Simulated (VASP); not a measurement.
A run of VASP 6.6.1 is set up as follows.

File INCAR:

```
  PREC = Accurate
  ENCUT = 600
  EDIFF = 1E-6
  ISMEAR = 0
  SIGMA = 0.02
  LREAL = False
  LASPH = True
  NELM = 100
  ALGO = Normal
  ISIF = 3
  LWAVE = False
  LCHARG = False
  GGA = PS
  IBRION = 2
  NSW = 100
  EDIFFG = -0.005
```

Contents of KPOINTS:

```
Automatic mesh
0
Gamma
  10 10 10
```

POSCAR

```
TiO2
1.0
   -1.8921000000      1.8921000000      4.7573000000
    1.8921000000     -1.8921000000      4.7573000000
    1.8921000000      1.8921000000     -4.7573000000
Ti O
2 4
Direct
    0.0000000000      0.0000000000      0.0000000000
    0.7500000000      0.2500000000      0.5000000000
    0.2081000000      0.2081000000      0.0000000000
    0.9581000000      0.4581000000      0.5000000000
    0.5419000000      0.0419000000      0.5000000000
    0.7919000000      0.7919000000      0.0000000000
```

Potentials or basis: VASP PAW PBE potentials, release 64 (Ti_sv, O).

Command:

```console
$ cat potpaw_PBE.64/Ti_sv/POTCAR potpaw_PBE.64/O/POTCAR > POTCAR
$ mpirun -np 1 vasp_std > vasp.out
```

Estimate the space group after relaxing (to 0.05 Å).

I4_1/amd (No. 141).

Estimate the relaxed volume.

11.33 Å³/atom.

Estimate the relaxed cell.

a = 5.473 Å, b = 5.473 Å, c = 5.473 Å, α = 139.69°, β = 139.69°, γ = 58.33°.

Final structure:
```
Ti O
1.0
    -1.88605    1.88605    4.77950
     1.88605   -1.88605    4.77950
     1.88605    1.88605   -4.77950
Ti O
2 4
Direct
  0.00000 0.00000 0.00000
  0.75000 0.25000 0.50000
  0.20756 0.20756 0.00000
  0.95756 0.45756 0.50000
  0.54244 0.04244 0.50000
  0.79244 0.79244 0.00000
```

Caveat: the PAW data sets were made with another functional, which shifts forces and pressure a little.
